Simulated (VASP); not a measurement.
Al2HCl, 8 atoms in the cell. It takes space group Pmmn (No. 59, orthorhombic). The conventional cell has a = 3.399 Å, b = 5.316 Å, c = 8.959 Å, α = 90.00°, β = 90.00°, γ = 90.00°. Within 2.9 Å of Al (site symmetry m) lie 3 H at 2.21 to 2.22 Å and 1 Cl at 2.38 Å and 4 Al at 2.56 to 2.76 Å. Within 2.9 Å of H (site symmetry mm2) lie 6 Al at 2.21 to 2.22 Å and 2 Cl at 2.87 Å. Cl (site symmetry mm2) has 2 Al at 2.38 Å and 2 H at 2.87 Å within 3.1 Å. 

- Program: VASP 6.6.1
- Task: single point
- Functional: PBE
- Potentials or basis: VASP PAW PBE potentials, release 64 (Al, H, Cl)
- Cutoff: 520 eV
- k mesh: 12 × 8 × 6
- Occupations: gaussian, width 0.1 eV
- Spin: no spin polarisation
- Dipole correction: no
- Further INCAR settings: ALGO = Normal; EDIFF = 1e-06; NBANDS = 24

Potentials or basis: VASP PAW PBE potentials, release 64 (Al, H, Cl).

Command:

```console
$ cat potpaw_PBE.64/Al/POTCAR potpaw_PBE.64/H/POTCAR potpaw_PBE.64/Cl/POTCAR > POTCAR
$ mpirun -np 1 vasp_std > vasp.out
```

Hardware: 1 thread of Oxide Virtual Turin-like Processor, on a shared host.

Q: Estimate the wall time of this run.

A: Run time: 12 min on 1 thread of Oxide Virtual Turin-like Processor, with other jobs on the host, peak memory 0.54 GiB. Counts: scf iterations 15, k points 140.
